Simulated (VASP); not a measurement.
# CuF (Pm-3m) in VASP: further runs, part 3 of 3

VASP 6.6.1. The steps go on from the part before.

### 5 Single point, PBE (volume changed by +3%)

Input file INCAR:

```
PREC = Accurate
ENCUT = 520
EDIFF = 1E-7
ISMEAR = -1
SIGMA = 0.02
LREAL = F
LASPH = T
NELM = 60
ALGO = Normal
ISIF = 2
LWAVE = F
LCHARG = T
GGA = PE
LELF = T
LVHAR = T
NBANDS = 16
```

Input file KPOINTS:

```
regular mesh
0
Gamma
  8 8 8
```

Input file POSCAR:

```
CuF
1.0
    2.8213430978      0.0000000000      0.0000000000
    0.0000000000      2.8213430978      0.0000000000
    0.0000000000      0.0000000000      2.8213430978
Cu F
1 1
Direct
    0.0000000000      0.0000000000      0.0000000000
    0.5000000000      0.5000000000      0.5000000000
```

Potentials or basis: VASP PAW PBE potentials, release 64 (Cu, F).

Run with:

```console
> cat potpaw_PBE.64/Cu/POTCAR potpaw_PBE.64/F/POTCAR > POTCAR
> mpirun -np 1 vasp_std > vasp.out
```

OUTCAR:

```text
PREC = Accurate
   ENCUT = 520
   EDIFF = 1E-7
   ISMEAR = -1
   LREAL = F
   LASPH = T
   NELM = 60
   ISIF = 2
   GGA = PE

 ion  position               nearest neighbor table
   1  0.000  0.000  0.000-
   2  0.500  0.500  0.500-

  LATTYP: Found a simple cubic cell.
 ALAT       =     2.8213430978

  Lattice vectors:

 A1 = (   2.8213430978,   0.0000000000,   0.0000000000)
 A2 = (   0.0000000000,   2.8213430978,   0.0000000000)
 A3 = (   0.0000000000,   0.0000000000,   2.8213430978)

Analysis of symmetry for initial positions (statically):
=====================================================================
 Subroutine PRICEL returns:
 Original cell was already a primitive cell.

 Routine SETGRP: Setting up the symmetry group for a
 simple cubic supercell.

 Subroutine GETGRP returns: Found 48 space group operations
 (whereof 48 operations were pure point group operations)
 out of a pool of 48 trial point group operations.

The static configuration has the point symmetry O_h .

Analysis of symmetry for dynamics (positions and initial velocities):
=====================================================================
 Subroutine PRICEL returns:
 Original cell was already a primitive cell.

 Routine SETGRP: Setting up the symmetry group for a
 simple cubic supercell.

 Subroutine GETGRP returns: Found 48 space group operations
 (whereof 48 operations were pure point group operations)
 out of a pool of 48 trial point group operations.

The dynamic configuration has the point symmetry O_h .

 Subroutine INISYM returns: Found 48 space group operations
 (whereof 48 operations are pure point group operations),
 and found     1 'primitive' translations

----------------------------------------------------------------------------------------

                                     Primitive cell

  volume of cell :      22.4578

  direct lattice vectors                    reciprocal lattice vectors
     2.821343098  0.000000000  0.000000000     0.354441117  0.000000000  0.000000000
     0.000000000  2.821343098  0.000000000     0.000000000  0.354441117  0.000000000
     0.000000000  0.000000000  2.821343098     0.000000000  0.000000000  0.354441117

  length of vectors
     2.821343098  2.821343098  2.821343098     0.354441117  0.354441117  0.354441117

  position of ions in fractional coordinates (direct lattice)
     0.000000000  0.000000000  0.000000000
     0.500000000  0.500000000  0.500000000

  ion indices of the primitive-cell ions
   primitive index   ion index
                 1           1
                 2           2

----------------------------------------------------------------------------------------

 KPOINTS: regular mesh

Automatic generation of k-mesh.
 Grid dimensions read from file:
 generate k-points for:    8    8    8

 Generating k-lattice:

  Cartesian coordinates                     Fractional coordinates (reciprocal lattice)
     0.044305140  0.000000000  0.000000000     0.125000000  0.000000000  0.000000000
     0.000000000  0.044305140  0.000000000     0.000000000  0.125000000  0.000000000
     0.000000000  0.000000000  0.044305140     0.000000000  0.000000000  0.125000000

  Length of vectors
     0.044305140  0.044305140  0.044305140

  Shift w.r.t. Gamma in fractional coordinates (k-lattice)
     0.000000000  0.000000000  0.000000000

 Subroutine IBZKPT returns following result:
 ===========================================

 Found     35 irreducible k-points:

 Following reciprocal coordinates:
            Coordinates               Weight
  0.000000  0.000000  0.000000      1.000000
  0.125000  0.000000  0.000000      6.000000
  0.250000  0.000000  0.000000      6.000000
  0.375000  0.000000  0.000000      6.000000
  0.500000  0.000000  0.000000      3.000000
  0.125000  0.125000  0.000000     12.000000
[... 16 lines left out ...]
  0.375000  0.375000  0.125000     24.000000
  0.500000  0.375000  0.125000     24.000000
 [... further k-points ...]
   k-points           NKPTS =     35   k-points in BZ     NKDIM =     35   number of bands    NBANDS=     16
   number of dos      NEDOS =    301   number of ions     NIONS =      2
   total plane-waves  NPLWV =  13824
   dimension x,y,z NGX =    24 NGY =   24 NGZ =   24
   dimension x,y,z NGXF=    48 NGYF=   48 NGZF=   48
   ions per type =               1   1
   NGX,Y,Z   is equivalent  to a cutoff of  14.14, 14.14, 14.14 a.u.
   NGXF,Y,Z  is equivalent  to a cutoff of  28.28, 28.28, 28.28 a.u.
 SYSTEM =  unknown system
   PREC   = accura    normal or accurate (medium, high low for compatibility)
   ISTART =      0    job   : 0-new  1-cont  2-samecut
   ICHARG =      2    charge: 1-file 2-atom 10-const
   ISPIN  =      1    spin polarized calculation?
   LNONCOLLINEAR =      F non collinear calculations
   LSORBIT =      F    spin-orbit coupling
   LASPH  =      T    aspherical Exc in radial PAW
   ENCUT  =  520.0 eV  38.22 Ry    6.18 a.u.   5.25  5.25  5.25*2*pi/ulx,y,z
   NELM   =     60;   NELMIN=  2; NELMDL= -5     # of ELM steps
   EDIFF  = 0.1E-06   stopping-criterion for ELM
   LREAL  =      F    real-space projection
   EDIFFG = 0.1E-05   stopping-criterion for IOM
   NSW    =      0    number of steps for IOM
   IBRION =     -1    ionic relax: 0-MD 1-quasi-New 2-CG
   NFREE  =      0    steps in history (QN), initial steepest desc. (CG)
   ISIF   =      2    stress and relaxation
   ISYM   =      2    0-nonsym 1-usesym 2-fastsym
   POTIM  = 0.5000    time-step for ionic-motion
   TEBEG  =    0.0;   TEEND  =   0.0 temperature during run
   PSTRESS=    0.0 pullay stress
   NELECT =      18.0000    total number of electrons
   NUPDOWN=      -1.0000    fix difference up-down
   EMIN   =  10.00;   EMAX   =-10.00  energy-range for DOS
   EFERMI =   0.00;   METHOD = LEGACY
   ISMEAR =    -1;   SIGMA  =   0.02  broadening in eV -4-tet -1-fermi 0-gaus
   EFERMI_NEDOS =   21; number of points for ismear=-14 and -15
   IALGO  =     38    algorithm
   IMIX   =      4    mixing-type and parameters
     AMIX     =   0.40;   BMIX     =  1.00
     AMIX_MAG =   1.60;   BMIX_MAG =  1.00
  volume/ion in A,a.u.               =      11.23        75.78
  Fermi-wavevector in a.u.,A,eV,Ry     =   1.520698  2.873703 31.463795  2.312524
  Thomas-Fermi vector in A             =   2.629514
   LORBIT       =      0    0 simple, 1 ext, 2 COOP (PROOUT), +10 PAW based schemes
   GGA     = PE    functional components
   LHFCALC =     F    Hartree Fock is set to
   AEXX    =    0.0000 exact exchange contribution
   IVDW    =     0    specifies the selected vdW correction
   LEPSILON=     F    determine dielectric tensor
   LRPA    =     F    only Hartree local field effects (RPA)
 non-spin polarized calculation
  energy-cutoff  :      520.00
  volume of cell :       22.46
 maximum number of plane-waves:       624
 NGX is ok and might be reduce to    24
   NGX = 11   NGY = 11   NGZ = 11

 number of electron      18.0000014 magnetization

 Free energy of the ion-electron system (eV)
  ---------------------------------------------------
  ext. energy  EPLUGINS =         0.00000000
  ---------------------------------------------------
  free energy    TOTEN  =        -6.98648338 eV

  energy without entropy =       -6.98364090  energy(sigma->0) =       -6.98506214

 E-fermi :   3.9679     XC(G=0): -11.3560

 val. band max:        3.9618239126   @ k =   0.5000   0.5000   0.1250
 cond. band min:       3.9693226759   @ k =   0.5000   0.5000   0.2500
 fundamental gap:      0.0074987633
 Fermi energy:         3.9679180544

 k-point     1 :       0.0000    0.0000    0.0000
  band No.  band energies     occupation
      1     -19.5148      2.00000
      2      -0.0621      2.00000
      3      -0.0621      2.00000
      4      -0.0621      2.00000
      5       2.1080      2.00000
      6       2.3373      2.00000
[... 8 lines left out ...]
     15      20.1277      0.00000
     16      33.2942      0.00000

 k-point     2 :       0.1250    0.0000    0.0000
  band No.  band energies     occupation
      1     -19.4680      2.00000
      2      -0.8272      2.00000
      3      -0.0724      2.00000
      4      -0.0724      2.00000
      5       2.3654      2.00000
      6       2.5096      2.00000
[... 8 lines left out ...]
     15      22.3872      0.00000
     16      30.9092      0.00000
[... 387 lines left out ...]
      5       2.7935      2.00000
      6       3.1328      2.00000
[... 8 lines left out ...]
     15      25.0374      0.00000
     16      27.0560      0.00000

 k-point    24 :       0.5000    0.3750    0.1250
  band No.  band energies     occupation
      1     -18.9513      2.00000
      2      -2.0176      2.00000
      3      -1.5932      2.00000
      4      -0.1061      2.00000
      5       2.7559      2.00000
      6       3.1063      2.00000
[... 8 lines left out ...]
     15      24.6759      0.00000
     16      26.4487      0.00000

 [... further k-points ...]
[... 5 lines left out ...]
  --------------------------------------------------------------------------------------
  -------------------------------------------------------------------------------------
  Total       -0.3884799     -0.3884799     -0.3884799      0.0000000     -0.0000000     -0.0000000
  in kB      -27.7147828    -27.7147828    -27.7147828      0.0000000     -0.0000000     -0.0000000
  external PRESSURE =     -27.7147828 kB  Pullay stress =       0.0000000 kB

 VOLUME and BASIS-vectors are now :
 -----------------------------------------------------------------------------
  energy-cutoff  :      520.00
  volume of cell :       22.46
      direct lattice vectors                 reciprocal lattice vectors
     2.821343098  0.000000000  0.000000000     0.354441117  0.000000000  0.000000000
     0.000000000  2.821343098  0.000000000     0.000000000  0.354441117  0.000000000
     0.000000000  0.000000000  2.821343098     0.000000000  0.000000000  0.354441117

 POSITION                                       TOTAL-FORCE (eV/Angst)
 -----------------------------------------------------------------------------------
      0.00000      0.00000      0.00000         0.000000      0.000000      0.000000
      1.41067      1.41067      1.41067         0.000000      0.000000      0.000000
 -----------------------------------------------------------------------------------
    total drift:                                0.000000      0.000000     -0.000000

  FREE ENERGIE OF THE ION-ELECTRON SYSTEM (eV)
  ---------------------------------------------------
  free  energy   TOTEN  =        -6.9864833751 eV

  energy  without entropy=       -6.9836408967  energy(sigma->0) =       -6.98506214
```

OSZICAR:

```text
N       E                     dE             d eps       ncg     rms          rms(c)
DAV:   1     0.972251251953E+02    0.97225E+02   -0.95362E+03  1232   0.175E+03
DAV:   2    -0.331251339687E+01   -0.10054E+03   -0.90663E+02  1224   0.292E+02
DAV:   3    -0.800377696905E+01   -0.46913E+01   -0.45760E+01  1264   0.659E+01
DAV:   4    -0.805470303768E+01   -0.50926E-01   -0.50918E-01  1296   0.652E+00
DAV:   5    -0.805566421799E+01   -0.96118E-03   -0.96117E-03  1464   0.892E-01    0.690E+00
DAV:   6    -0.770085065904E+01    0.35481E+00   -0.49555E+00  1488   0.554E+01    0.636E+00
DAV:   7    -0.699866097747E+01    0.70219E+00   -0.16335E+00  1312   0.469E+01    0.122E+00
DAV:   8    -0.699036784171E+01    0.82931E-02   -0.12782E-01  1272   0.428E+00    0.349E-01
DAV:   9    -0.698659807622E+01    0.37698E-02   -0.37267E-03  1744   0.151E+00    0.149E-01
DAV:  10    -0.698649660493E+01    0.10147E-03   -0.81562E-04  1656   0.478E-01    0.457E-02
DAV:  11    -0.698650196546E+01   -0.53605E-05   -0.17530E-04  1392   0.261E-01    0.416E-02
DAV:  12    -0.698648564154E+01    0.16324E-04   -0.53534E-05  1224   0.185E-01    0.116E-02
DAV:  13    -0.698648343193E+01    0.22096E-05   -0.98357E-06  1464   0.495E-02    0.248E-03
DAV:  14    -0.698648337506E+01    0.56867E-07   -0.14782E-07  1184   0.413E-03
   1 F= -.69864834E+01 E0= -.69850621E+01  d E =-.284248E-02
```

stdout:

```text
POSCAR found type information on POSCAR CuF
 POSCAR found :  2 types and       2 ions
 scaLAPACK will be used
 LDA part: xc-table for (Slater+PW92), standard interpolation
 POSCAR, INCAR and KPOINTS ok, starting setup
 FFT: planning ... GRIDC
 FFT: planning ... GRID_SOFT
 FFT: planning ... GRID
 WAVECAR not read
 entering main loop
```

Run time: 16 s. Hardware: 1 thread of Intel Xeon 8259CL, shared host; peak memory 0.14 GiB.

Results:

```yaml
Free_energy: -6.9865 eV
Pressure: -2.8 GPa
Band_gap_on_the_k_mesh: zero (band 9 reaches 3.98 eV, above the bottom of band 10 at 3.67 eV)
```

Levels at points of the mesh, in eV from the Fermi level:
| k point | band 7 | band 8 | band 9 | band 10 | band 11 | band 12 |
| --- | --- | --- | --- | --- | --- | --- |
| (0.00, 0.00, 0.00) | -1.63 | -0.30 | -0.30 | -0.30 | 14.94 | 14.94 |
| (0.50, 0.00, 0.00) | -0.25 | -0.14 | -0.14 | 4.09 | 4.45 | 16.06 |
| (0.50, 0.50, 0.00) | -0.63 | -0.63 | -0.01 | 4.66 | 8.20 | 8.20 |
| (0.50, 0.50, 0.50) | -0.03 | 0.01 | 0.01 | 6.83 | 6.83 | 6.83 |

Caveat: semilocal functionals often make such compounds metallic where correlation or magnetic order opens a gap, which also shifts bond lengths.

### 6 Single point, PBE (volume changed by +6%)

Input file INCAR:

```
SYSTEM = CuF
PREC = Accurate ; ENCUT = 520
EDIFF = 1E-6 ; ISMEAR = -1
SIGMA = 0.02 ; LREAL = .False.
LASPH = .True. ; NELM = 60
ALGO = Normal ; ISIF = 2
LWAVE = .False. ; LCHARG = .False.
GGA = PE ; NBANDS = 16
```

Input file KPOINTS:

```
Automatic mesh
0
Gamma
  8 8 8
  0 0 0
```

Input file POSCAR:

```
CuF
1.0
    2.8484730611      0.0000000000      0.0000000000
    0.0000000000      2.8484730611      0.0000000000
    0.0000000000      0.0000000000      2.8484730611
Cu F
1 1
Direct
    0.0000000000      0.0000000000      0.0000000000
    0.5000000000      0.5000000000      0.5000000000
```

Potentials or basis: VASP PAW PBE potentials, release 64 (Cu, F).

Run with:

```console
> cat potpaw_PBE.64/Cu/POTCAR potpaw_PBE.64/F/POTCAR > POTCAR
> mpirun -np 1 vasp_std > vasp.out
```

Wall time 16 s (1 thread of Intel Xeon 8259CL, shared host); peak memory 0.14 GiB.

The run converged. Its results:

| Quantity | Value |
| --- | --- |
| Free energy | -6.9720 eV |
| Pressure | -4.9 GPa |
| Band gap on the k mesh | zero (band 9 reaches 3.66 eV, above the bottom of band 10 at 3.37 eV) |

Levels at points of the mesh, in eV from the Fermi level:
```
           k point  band 7  band 8  band 9  band 10  band 11  band 12
(0.00, 0.00, 0.00)   -1.55   -0.28   -0.28    -0.28    14.81    14.81
(0.50, 0.00, 0.00)   -0.24   -0.14   -0.14     4.06     4.31    15.84
(0.50, 0.50, 0.00)   -0.60   -0.60   -0.01     4.56     8.08     8.08
(0.50, 0.50, 0.50)   -0.03    0.01    0.01     6.81     6.81     6.81
```

Caveat: semilocal functionals often make such compounds metallic where correlation or magnetic order opens a gap, which also shifts bond lengths.

### 7 The runs side by side

```tsv
cell	gap on the mesh (eV)	pressure (GPa)
a = 2.737 Å, 2 atoms	none	6.7
a = 2.794 Å, 2 atoms	none	-0.2
a = 2.765 Å, 2 atoms	none	3.0
a = 2.821 Å, 2 atoms	none	-2.8
a = 2.848 Å, 2 atoms	none	-4.9
```

Alike in all rows: task single point; level PBE; potentials or basis VASP PAW PBE potentials, release 64 (Cu, F); no spin polarisation; k mesh 8 × 8 × 8; cutoff (eV) 520; smearing fermi-dirac 0.02 eV.

Caveats: semilocal functionals often make such compounds metallic where correlation or magnetic order opens a gap, which also shifts bond lengths.

Absolute energies hang on the potentials; compare differences alone.
